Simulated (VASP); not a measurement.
# Nb (Pm-3m) in VASP: relaxation of cell and atoms with PBE

Aim: the relaxation of cell and atoms of Nb with PBE.

Program: VASP 6.6.1. These are calculated values, not measurements. Logs are shortened: lines on timing, memory, paths and dates and some standing lists are left out, and cuts for length are marked.

## (1) The cell of the first run

It takes space group Pm-3m (No. 221, cubic). The conventional cell has a = 2.813 Å, b = 2.813 Å, c = 2.813 Å, α = 90.00°, β = 90.00°, γ = 90.00°. Within 3.7 Å of Nb (site symmetry m-3m) lie 6 Nb at 2.81 Å.

## (2) Relaxation of cell and atoms, PBE

The input, INCAR:

```
SYSTEM = Nb
  PREC = Accurate
  ENCUT = 600
  EDIFF = 1E-7
  ISMEAR = -1
  SIGMA = 0.03
  LREAL = .False.
  LASPH = .True.
  NELM = 100
  ALGO = Normal
  ISIF = 3
  LWAVE = .False.
  LCHARG = .False.
  GGA = PE
  IBRION = 2
  NSW = 100
  EDIFFG = -0.005
```

The input, KPOINTS:

```
regular mesh
0
Gamma
  13 13 13
  0 0 0
```

The input, POSCAR:

```
Nb
1.0
    2.8133593260      0.0000000000      0.0000000000
    0.0000000000      2.8133593260      0.0000000000
    0.0000000000      0.0000000000      2.8133593260
Nb
1
Direct
    0.0000000000      0.0000000000      0.0000000000
```

Potentials or basis: VASP PAW PBE potentials, release 64 (Nb_sv).

Command:

```console
> cat potpaw_PBE.64/Nb_sv/POTCAR > POTCAR
> mpirun -np 1 vasp_std > vasp.out
```

OUTCAR:

```text
SYSTEM = Nb
   PREC = Accurate
   ENCUT = 600
   EDIFF = 1E-7
   ISMEAR = -1
   LREAL = .False.
   LASPH = .True.
   NELM = 100
   ISIF = 3
   GGA = PE
   IBRION = 2
   NSW = 100
   EDIFFG = -0.005

 ion  position               nearest neighbor table
   1  0.000  0.000  0.000-

  LATTYP: Found a simple cubic cell.
 ALAT       =     2.8133593260

  Lattice vectors:

 A1 = (   2.8133593260,   0.0000000000,   0.0000000000)
 A2 = (   0.0000000000,   2.8133593260,   0.0000000000)
 A3 = (   0.0000000000,   0.0000000000,   2.8133593260)

Analysis of symmetry for initial positions (statically):
=====================================================================
 Subroutine PRICEL returns:
 Original cell was already a primitive cell.

 Routine SETGRP: Setting up the symmetry group for a
 simple cubic supercell.

 Subroutine GETGRP returns: Found 48 space group operations
 (whereof 48 operations were pure point group operations)
 out of a pool of 48 trial point group operations.

The static configuration has the point symmetry O_h .

Analysis of symmetry for dynamics (positions and initial velocities):
=====================================================================
 Subroutine PRICEL returns:
 Original cell was already a primitive cell.

 Routine SETGRP: Setting up the symmetry group for a
 simple cubic supercell.

 Subroutine GETGRP returns: Found 48 space group operations
 (whereof 48 operations were pure point group operations)
 out of a pool of 48 trial point group operations.

The dynamic configuration has the point symmetry O_h .

 Subroutine INISYM returns: Found 48 space group operations
 (whereof 48 operations are pure point group operations),
 and found     1 'primitive' translations

----------------------------------------------------------------------------------------

                                     Primitive cell

  volume of cell :      22.2677

  direct lattice vectors                    reciprocal lattice vectors
     2.813359326  0.000000000  0.000000000     0.355446953  0.000000000  0.000000000
     0.000000000  2.813359326  0.000000000     0.000000000  0.355446953  0.000000000
     0.000000000  0.000000000  2.813359326     0.000000000  0.000000000  0.355446953

  length of vectors
     2.813359326  2.813359326  2.813359326     0.355446953  0.355446953  0.355446953

  position of ions in fractional coordinates (direct lattice)
     0.000000000  0.000000000  0.000000000

  ion indices of the primitive-cell ions
   primitive index   ion index
                 1           1

----------------------------------------------------------------------------------------

 KPOINTS: regular mesh

Automatic generation of k-mesh.
 Grid dimensions read from file:
 generate k-points for:   13   13   13

 Generating k-lattice:

  Cartesian coordinates                     Fractional coordinates (reciprocal lattice)
     0.027342073  0.000000000  0.000000000     0.076923077  0.000000000  0.000000000
     0.000000000  0.027342073  0.000000000     0.000000000  0.076923077  0.000000000
     0.000000000  0.000000000  0.027342073     0.000000000  0.000000000  0.076923077

  Length of vectors
     0.027342073  0.027342073  0.027342073

  Shift w.r.t. Gamma in fractional coordinates (k-lattice)
     0.000000000  0.000000000  0.000000000

 Subroutine IBZKPT returns following result:
 ===========================================

 Found     84 irreducible k-points:

 Following reciprocal coordinates:
            Coordinates               Weight
  0.000000  0.000000  0.000000      1.000000
  0.076923  0.000000  0.000000      6.000000
  0.153846  0.000000  0.000000      6.000000
  0.230769  0.000000  0.000000      6.000000
  0.307692  0.000000  0.000000      6.000000
  0.384615  0.000000  0.000000      6.000000
[... 16 lines left out ...]
  0.307692  0.307692  0.000000     12.000000
  0.384615  0.307692  0.000000     24.000000
 [... further k-points ...]
   k-points           NKPTS =     84   k-points in BZ     NKDIM =     84   number of bands    NBANDS=     10
   number of dos      NEDOS =    301   number of ions     NIONS =      1
   total plane-waves  NPLWV =  13824
   dimension x,y,z NGX =    24 NGY =   24 NGZ =   24
   dimension x,y,z NGXF=    48 NGYF=   48 NGZF=   48
   ions per type =               1
   NGX,Y,Z   is equivalent  to a cutoff of  14.18, 14.18, 14.18 a.u.
   NGXF,Y,Z  is equivalent  to a cutoff of  28.36, 28.36, 28.36 a.u.
 SYSTEM =  Nb
   PREC   = accura    normal or accurate (medium, high low for compatibility)
   ISTART =      0    job   : 0-new  1-cont  2-samecut
   ICHARG =      2    charge: 1-file 2-atom 10-const
   ISPIN  =      1    spin polarized calculation?
   LNONCOLLINEAR =      F non collinear calculations
   LSORBIT =      F    spin-orbit coupling
   LASPH  =      T    aspherical Exc in radial PAW
   ENCUT  =  600.0 eV  44.10 Ry    6.64 a.u.   5.62  5.62  5.62*2*pi/ulx,y,z
   NELM   =    100;   NELMIN=  2; NELMDL= -5     # of ELM steps
   EDIFF  = 0.1E-06   stopping-criterion for ELM
   LREAL  =      F    real-space projection
   EDIFFG = -.5E-02   stopping-criterion for IOM
   NSW    =    100    number of steps for IOM
   IBRION =      2    ionic relax: 0-MD 1-quasi-New 2-CG
   NFREE  =      1    steps in history (QN), initial steepest desc. (CG)
   ISIF   =      3    stress and relaxation
   ISYM   =      2    0-nonsym 1-usesym 2-fastsym
   POTIM  = 0.5000    time-step for ionic-motion
   TEBEG  =    0.0;   TEEND  =   0.0 temperature during run
   PSTRESS=    0.0 pullay stress
   NELECT =      13.0000    total number of electrons
   NUPDOWN=      -1.0000    fix difference up-down
   EMIN   =  10.00;   EMAX   =-10.00  energy-range for DOS
   EFERMI =   0.00;   METHOD = LEGACY
   ISMEAR =    -1;   SIGMA  =   0.03  broadening in eV -4-tet -1-fermi 0-gaus
   EFERMI_NEDOS =   21; number of points for ismear=-14 and -15
   IALGO  =     38    algorithm
   IMIX   =      4    mixing-type and parameters
     AMIX     =   0.40;   BMIX     =  1.00
     AMIX_MAG =   1.60;   BMIX_MAG =  1.00
  volume/ion in A,a.u.               =      22.27       150.27
  Fermi-wavevector in a.u.,A,eV,Ry     =   1.368246  2.585609 25.471415  1.872096
  Thomas-Fermi vector in A             =   2.494227
   LORBIT       =      0    0 simple, 1 ext, 2 COOP (PROOUT), +10 PAW based schemes
   GGA     = PE    functional components
   LHFCALC =     F    Hartree Fock is set to
   AEXX    =    0.0000 exact exchange contribution
   IVDW    =     0    specifies the selected vdW correction
   LEPSILON=     F    determine dielectric tensor
   LRPA    =     F    only Hartree local field effects (RPA)
 conjugate gradient relaxation of ions
 non-spin polarized calculation
  energy-cutoff  :      600.00
  volume of cell :       22.27
 maximum number of plane-waves:       753
 NGX is ok and might be reduce to    24
   NGX = 11   NGY = 11   NGZ = 11

--------------------------------------- Ionic step        1  -------------------------------------------

 number of electron      13.0000001 magnetization

 Free energy of the ion-electron system (eV)
  ---------------------------------------------------
  ext. energy  EPLUGINS =         0.00000000
  ---------------------------------------------------
  free energy    TOTEN  =        -9.15570619 eV

  energy without entropy =       -9.15284302  energy(sigma->0) =       -9.15427461

------------------------ aborting loop because EDIFF is reached ----------------------------------------

  FORCE on cell =-STRESS in cart. coord.  units (eV):
  Direction    XX          YY          ZZ          XY          YZ          ZX
  --------------------------------------------------------------------------------------
  -------------------------------------------------------------------------------------
  Total       -1.5956573     -1.5956573     -1.5956573      0.0000000      0.0000000     -0.0000000
  in kB     -114.8086461   -114.8086461   -114.8086461      0.0000000      0.0000000     -0.0000000
  external PRESSURE =    -114.8086461 kB  Pullay stress =       0.0000000 kB
[... 20 lines left out ...]
  energy  without entropy=       -9.1528430210  energy(sigma->0) =       -9.15427461

--------------------------------------- Ionic step        2  -------------------------------------------

 number of electron      12.9999999 magnetization

 E-fermi :  11.6819     XC(G=0): -12.5287

 val. band max:       11.6566626766   @ k =   0.3846   0.3077   0.2308
 cond. band min:      11.7971277999   @ k =   0.3846   0.0769   0.0000
 fundamental gap:      0.1404651233
 Fermi energy:        11.6819489018

 k-point     1 :       0.0000    0.0000    0.0000
  band No.  band energies     occupation
      1     -42.9717      2.00000
      2     -17.9024      2.00000
      3     -17.9024      2.00000
      4     -17.9024      2.00000
      5       5.8208      2.00000
      6       8.3388      2.00000
      7       8.3388      2.00000
      8      17.6806      0.00000
      9      17.6806      0.00000
     10      17.6806      0.00000
[... 287 lines left out ...]
 k-point    24 :       0.3846    0.3077    0.0000
  band No.  band energies     occupation
      1     -42.5065      2.00000
      2     -19.5618      2.00000
      3     -19.1236      2.00000
      4     -17.5954      2.00000
      5       8.1852      2.00000
      6       9.9242      2.00000
      7      14.1883      0.00000
      8      14.6092      0.00000
      9      15.4081      0.00000
     10      16.0304      0.00000

 [... further k-points ...]
[... 5 lines left out ...]
  --------------------------------------------------------------------------------------
  -------------------------------------------------------------------------------------
  Total        2.5673206      2.5673206      2.5673206      0.0000000     -0.0000000      0.0000000
  in kB      234.8983473    234.8983473    234.8983473      0.0000000     -0.0000000      0.0000000
  external PRESSURE =     234.8983473 kB  Pullay stress =       0.0000000 kB
[... 160 lines left out ...]
  energy  without entropy=       -9.2412122265  energy(sigma->0) =       -9.24244186

--------------------------------------- Ionic step        7  -------------------------------------------

 number of electron      12.9999999 magnetization

 Free energy of the ion-electron system (eV)
  ---------------------------------------------------
  ext. energy  EPLUGINS =         0.00000000
  ---------------------------------------------------
  free energy    TOTEN  =        -9.24370342 eV

  energy without entropy =       -9.24124259  energy(sigma->0) =       -9.24247300

 E-fermi :   9.8655     XC(G=0): -11.8448

 val. band max:        9.8558504780   @ k =   0.3846   0.0769   0.0000
 cond. band min:       9.9054361778   @ k =   0.3846   0.3077   0.2308
 fundamental gap:      0.0495856998
 Fermi energy:         9.8655356598

 k-point     1 :       0.0000    0.0000    0.0000
  band No.  band energies     occupation
      1     -44.8255      2.00000
      2     -20.1051      2.00000
      3     -20.1051      2.00000
      4     -20.1051      2.00000
      5       4.2491      2.00000
      6       7.0583      2.00000
      7       7.0584      2.00000
      8      14.9633      0.00000
      9      14.9633      0.00000
     10      14.9633      0.00000
[... 287 lines left out ...]
 k-point    24 :       0.3846    0.3077    0.0000
  band No.  band energies     occupation
      1     -44.5374      2.00000
      2     -21.2517      2.00000
      3     -20.9482      2.00000
      4     -19.9005      2.00000
      5       6.9343      2.00000
      6       8.2554      2.00000
      7      11.8222      0.00000
      8      12.4509      0.00000
      9      13.1094      0.00000
     10      13.4539      0.00000

 [... further k-points ...]
[... 5 lines left out ...]
  --------------------------------------------------------------------------------------
  -------------------------------------------------------------------------------------
  Total        0.0004573      0.0004573      0.0004573      0.0000000      0.0000000     -0.0000000
  in kB        0.0365949      0.0365949      0.0365949      0.0000000      0.0000000     -0.0000000
  external PRESSURE =       0.0365949 kB  Pullay stress =       0.0000000 kB
[... 16 lines left out ...]
  FREE ENERGIE OF THE ION-ELECTRON SYSTEM (eV)
  ---------------------------------------------------
  free  energy   TOTEN  =        -9.2437034159 eV

  energy  without entropy=       -9.2412425889  energy(sigma->0) =       -9.24247300

 reached required accuracy - stopping structural energy minimisation
```

Run time: 3 min. Hardware: 1 thread of AMD EPYC 7R13, shared host; peak memory 0.13 GiB.

Results:

| Property | Result |
| --- | --- |
| Free energy | -9.2437 eV |
| Relaxed volume | 20.02 Å³/atom |
| Relaxed cell | a = 2.715 Å, b = 2.715 Å, c = 2.715 Å, α = 90.00°, β = 90.00°, γ = 90.00° |
| Space group after relaxing (to 0.05 Å) | Pm-3m (No. 221) |
| Energy gained by relaxing | 88.0 meV/atom |
| Ionic steps | 7 |
| Pressure after relaxing | 0.0 GPa |

The path:
| step | energy change (eV) | largest force (eV/Å) | pressure (GPa) | volume (Å³) |
| --- | --- | --- | --- | --- |
| 1 | 0.0000 | 0.0000 | -11.48 | 22.27 |
| 2 | 0.0768 | 0.0000 | 23.49 | 17.51 |
| 3 | -0.0879 | 0.0000 | -0.45 | 20.09 |
| 4 | -0.0880 | 0.0000 | -0.06 | 20.03 |
| 5 | -0.0880 | 0.0000 | 0.22 | 19.99 |
| 6 | -0.0880 | 0.0000 | -0.26 | 20.06 |
| 7 | -0.0880 | 0.0000 | 0.00 | 20.02 |

Final structure:
```
CELL_PARAMETERS angstrom
2.71547 0.00000 0.00000
0.00000 2.71547 0.00000
0.00000 0.00000 2.71547
ATOMIC_POSITIONS crystal
Nb 0.00000 0.00000 0.00000
```

Levels at points of the mesh, in eV from the Fermi level:
| k point | band 5 | band 6 | band 7 | band 8 | band 9 | band 10 |
| --- | --- | --- | --- | --- | --- | --- |
| (0.00, 0.00, 0.00) | -5.62 | -2.81 | -2.81 | 5.10 | 5.10 | 5.10 |
